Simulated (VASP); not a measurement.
# Zr (C2/c) in VASP: a series of runs

Runs on Zr. Level: PBE. Tasks: single point.

Program: VASP 6.6.1. These are calculated values, not measurements. Logs are shortened: lines on timing, memory, paths and dates and some standing lists are left out, and cuts for length are marked.

## 1. The cell of the first run

The structure is monoclinic, space group C2/c (No. 15). Conventional cell: a = 3.233 Å, b = 5.598 Å, c = 5.149 Å, α = 90.00°, β = 93.44°, γ = 90.00°. Zr (site symmetry 2) has 12 Zr at 3.10 to 3.26 Å within 4.1 Å.

## 2. Single point, PBE (strain -0.0600 x Voigt [0, 0, 0, 0, 1, 0])

Contents of INCAR:

```
PREC = Accurate ; ENCUT = 520
EDIFF = 1E-6 ; ISMEAR = 0
SIGMA = 0.15 ; LREAL = False
LASPH = True ; NELM = 80
ALGO = Fast ; ISIF = 2
LWAVE = False ; LCHARG = True
GGA = PE ; LELF = True
LVHAR = True ; NBANDS = 19
```

Contents of KPOINTS:

```
regular mesh
0
Gamma
  18 18 10
```

Contents of POSCAR:

```
Zr
1.0
    3.2319982225      0.0000000000     -0.0969599467
   -1.6159991112      2.7989925657      0.0484799733
   -0.1544100000      0.0000000000      5.1470000000
Zr
2
Direct
    0.3333333333      0.6666666667      0.2500000000
    0.6666666667      0.3333333333      0.7500000000
```

Potentials or basis: VASP PAW PBE potentials, release 64 (Zr_sv).

Launch:

```
cat potpaw_PBE.64/Zr_sv/POTCAR > POTCAR
mpirun -np 1 vasp_std > vasp.out
```

OUTCAR:

```text
PREC = Accurate
   ENCUT = 520
   EDIFF = 1E-6
   ISMEAR = 0
   LREAL = False
   LASPH = True
   NELM = 80
   ISIF = 2
   GGA = PE

 ion  position               nearest neighbor table
   1  0.333  0.667  0.250-   2 3.10   2 3.10   2 3.18   2 3.18   2 3.26   2 3.26
   2  0.667  0.333  0.750-   1 3.10   1 3.10   1 3.18   1 3.18   1 3.26   1 3.26

  LATTYP: Found a base centered monoclinic cell.
 ALAT       =     3.2334522946
 B/A-ratio  =     1.7312719104
 C/A-ratio  =     1.5925132521
 COS(beta)  =    -0.0599460486

  Lattice vectors:

 A1 = (   1.6159991112,  -2.7989925657,  -0.0484799733)
 A2 = (   1.6159991113,   2.7989925657,  -0.0484799734)
 A3 = (  -0.1544100000,   0.0000000000,   5.1470000000)

Analysis of symmetry for initial positions (statically):
=====================================================================
 Subroutine PRICEL returns:
 Original cell was already a primitive cell.

 Routine SETGRP: Setting up the symmetry group for a
 base centered monoclinic supercell.

 Subroutine GETGRP returns: Found  4 space group operations
 (whereof  2 operations were pure point group operations)
 out of a pool of  4 trial point group operations.

The static configuration has the point symmetry S_2 .
 The point group associated with its full space group is C_2h.

Analysis of symmetry for dynamics (positions and initial velocities):
=====================================================================
 Subroutine PRICEL returns:
 Original cell was already a primitive cell.

 Routine SETGRP: Setting up the symmetry group for a
 base centered monoclinic supercell.

 Subroutine GETGRP returns: Found  4 space group operations
 (whereof  2 operations were pure point group operations)
 out of a pool of  4 trial point group operations.

The dynamic configuration has the point symmetry S_2 .
 The point group associated with its full space group is C_2h.

 Subroutine INISYM returns: Found  4 space group operations
 (whereof  2 operations are pure point group operations),
 and found     1 'primitive' translations

----------------------------------------------------------------------------------------

                                     Primitive cell

  volume of cell :      46.5196

  direct lattice vectors                    reciprocal lattice vectors
[... 83 lines left out ...]
   LSORBIT =      F    spin-orbit coupling
   LASPH  =      T    aspherical Exc in radial PAW
   ENCUT  =  520.0 eV  38.22 Ry    6.18 a.u.   6.01  6.01  9.57*2*pi/ulx,y,z
   NELM   =     80;   NELMIN=  2; NELMDL= -5     # of ELM steps
   EDIFF  = 0.1E-05   stopping-criterion for ELM
   LREAL  =      F    real-space projection
   EDIFFG = 0.1E-04   stopping-criterion for IOM
   NSW    =      0    number of steps for IOM
   IBRION =     -1    ionic relax: 0-MD 1-quasi-New 2-CG
   NFREE  =      0    steps in history (QN), initial steepest desc. (CG)
   ISIF   =      2    stress and relaxation
   ISYM   =      2    0-nonsym 1-usesym 2-fastsym
   POTIM  = 0.5000    time-step for ionic-motion
   TEBEG  =    0.0;   TEEND  =   0.0 temperature during run
   PSTRESS=    0.0 pullay stress
   NELECT =      24.0000    total number of electrons
   NUPDOWN=      -1.0000    fix difference up-down
   EMIN   =  10.00;   EMAX   =-10.00  energy-range for DOS
   EFERMI =   0.00;   METHOD = LEGACY
   ISMEAR =     0;   SIGMA  =   0.15  broadening in eV -4-tet -1-fermi 0-gaus
   EFERMI_NEDOS =   21; number of points for ismear=-14 and -15
   IALGO  =     68    algorithm
   IMIX   =      4    mixing-type and parameters
     AMIX     =   0.40;   BMIX     =  1.00
     AMIX_MAG =   1.60;   BMIX_MAG =  1.00
  volume/ion in A,a.u.               =      23.26       156.96
  Fermi-wavevector in a.u.,A,eV,Ry     =   1.313006  2.481221 23.456223  1.723984
  Thomas-Fermi vector in A             =   2.443358
   LORBIT       =      0    0 simple, 1 ext, 2 COOP (PROOUT), +10 PAW based schemes
   GGA     = PE    functional components
   LHFCALC =     F    Hartree Fock is set to
   AEXX    =    0.0000 exact exchange contribution
   IVDW    =     0    specifies the selected vdW correction
   LEPSILON=     F    determine dielectric tensor
   LRPA    =     F    only Hartree local field effects (RPA)
 non-spin polarized calculation
 RMM-DIIS sequential band-by-band and
 Gauss-broadening in eV      SIGMA  =   0.15
  energy-cutoff  :      520.00
  volume of cell :       46.52
 maximum number of plane-waves:      1276
   NGX = 13   NGY = 13   NGZ = 19

 number of electron      24.0000000 magnetization

 Free energy of the ion-electron system (eV)
  ---------------------------------------------------
  ext. energy  EPLUGINS =         0.00000000
  ---------------------------------------------------
  free energy    TOTEN  =       -17.03779331 eV

  energy without entropy =      -17.01493514  energy(sigma->0) =      -17.02636422

 E-fermi :   8.9793     XC(G=0): -11.0852

 val. band max:        8.9747523915   @ k =  -0.0556   0.1111   0.4000
 cond. band min:       8.9799789159   @ k =   0.2222   0.1111   0.4000
 fundamental gap:      0.0052265245
 Fermi energy:         8.9793355208

 k-point     1 :       0.0000    0.0000    0.0000
  band No.  band energies     occupation
      1     -39.8320      2.00000
      2     -39.6733      2.00000
      3     -18.3656      2.00000
      4     -17.4878      2.00000
      5     -17.4816      2.00000
      6     -17.3657      2.00000
[... 505 lines left out ...]
      6     -17.5920      2.00000
[... 11 lines left out ...]
     18      12.1318      0.00000
     19      14.0002      0.00000

 [... further k-points ...]

------------------------ aborting loop because EDIFF is reached ----------------------------------------

  FORCE on cell =-STRESS in cart. coord.  units (eV):
  Direction    XX          YY          ZZ          XY          YZ          ZX
  --------------------------------------------------------------------------------------
  -------------------------------------------------------------------------------------
  Total        0.1313641      0.0217714      0.2579162      0.0000000     -0.0000000      0.4494892
  in kB        4.5242982      0.7498254      8.8828690      0.0000000     -0.0000000     15.4808169
  external PRESSURE =       4.7189975 kB  Pullay stress =       0.0000000 kB

 VOLUME and BASIS-vectors are now :
 -----------------------------------------------------------------------------
  energy-cutoff  :      520.00
  volume of cell :       46.52
      direct lattice vectors                 reciprocal lattice vectors
     3.231998223  0.000000000 -0.096959947     0.309684827  0.178635701  0.009290545
    -1.615999111  2.798992566  0.048479973     0.000000000  0.357271403  0.000000000
    -0.154410000  0.000000000  5.147000000     0.005833889  0.000000000  0.194462951

 POSITION                                       TOTAL-FORCE (eV/Angst)
 -----------------------------------------------------------------------------------
     -0.03860      1.86600      1.28675         0.000000      0.013635     -0.000000
      1.50019      0.93300      3.81177        -0.000000     -0.013635      0.000000
 -----------------------------------------------------------------------------------
    total drift:                                0.000000     -0.000000     -0.000000

  FREE ENERGIE OF THE ION-ELECTRON SYSTEM (eV)
  ---------------------------------------------------
  free  energy   TOTEN  =       -17.0377933083 eV

  energy  without entropy=      -17.0149351365  energy(sigma->0) =      -17.02636422
```

Run time: 21 min. Hardware: 1 thread of Oxide Virtual Turin-like, shared host; peak memory 0.62 GiB.

What came out:

```
Free energy            : -17.0378 eV
Pressure               : 0.5 GPa
Largest force          : 0.014 eV/Å
Band gap on the k mesh : zero (bands 12 and 13 overlap by 1.29 eV)
```

Forces on the atoms (eV/Å):
```
Zr   0.000  0.014  0.000
Zr   0.000 -0.014  0.000
```

Caveat: the cell differs from its parent crystal (strain -0.0600 x Voigt [0, 0, 0, 0, 1, 0]).

## 3. Single point, PBE (strain +0.0450 x Voigt [0, 0, 0, 0, 1, 0])

Contents of INCAR:

```
PREC = Accurate
ENCUT = 520
EDIFF = 1E-6
ISMEAR = 0
SIGMA = 0.15
LREAL = F
LASPH = T
NELM = 60
ALGO = Fast
ISIF = 2
LWAVE = F
LCHARG = F
GGA = PE
NBANDS = 19
```

Contents of KPOINTS:

```
Automatic mesh
0
Gamma
  18 18 10
```

Contents of POSCAR:

```
Zr
1.0
    3.2319982225      0.0000000000      0.0727199600
   -1.6159991112      2.7989925657     -0.0363599800
    0.1158075000      0.0000000000      5.1470000000
Zr
2
Direct
    0.3333333333      0.6666666667      0.2500000000
    0.6666666667      0.3333333333      0.7500000000
```

Potentials or basis: VASP PAW PBE potentials, release 64 (Zr_sv).

Launch:

```
cat potpaw_PBE.64/Zr_sv/POTCAR > POTCAR
mpirun -np 1 vasp_std > vasp.out
```

It took 27 min on 1 thread of Oxide Virtual Turin-like, shared host; peak memory 0.62 GiB.

The run converged. Its results:

* Free energy: -17.0438 eV
* Pressure: 0.5 GPa
* Largest force: 0.007 eV/Å
* Band gap on the k mesh: zero (bands 12 and 13 overlap by 1.27 eV)

Forces on the atoms (eV/Å):
```
Zr   0.000  0.007  0.000
Zr   0.000 -0.007  0.000
```

Stress tensor (GPa, compression positive):
```
 0.40  0.00 -1.16
 0.00  0.18  0.00
-1.16  0.00  0.84
```

Levels at points of the mesh, in eV from the Fermi level:
```
           k point  band 8  band 9  band 10  band 11  band 12  band 13  band 14  band 15  band 16  band 17
(0.00, 0.00, 0.00)  -26.31   -5.64    -3.01     0.88     0.88     0.99     1.20     1.56     1.57     2.16
(0.50, 0.00, 0.00)  -26.44   -2.55    -2.50    -2.13    -0.19     0.51     0.76     1.58     4.91     5.27
(0.00, 0.50, 0.00)  -26.44   -2.54    -2.50    -2.12    -0.20     0.46     0.80     1.59     4.91     5.26
(0.00, 0.00, 0.50)  -26.39   -3.93    -3.93     0.03     0.03     0.77     0.77     0.83     0.83     3.74
(0.50, 0.00, 0.50)  -26.53   -2.87    -2.83    -1.12    -0.96     1.45     1.84     2.17     2.27     5.05
(0.00, 0.50, 0.50)  -26.56   -2.85    -2.85    -1.04    -1.04     1.65     1.65     2.23     2.23     5.10
```

Caveat: the cell differs from its parent crystal (strain +0.0450 x Voigt [0, 0, 0, 0, 1, 0]).
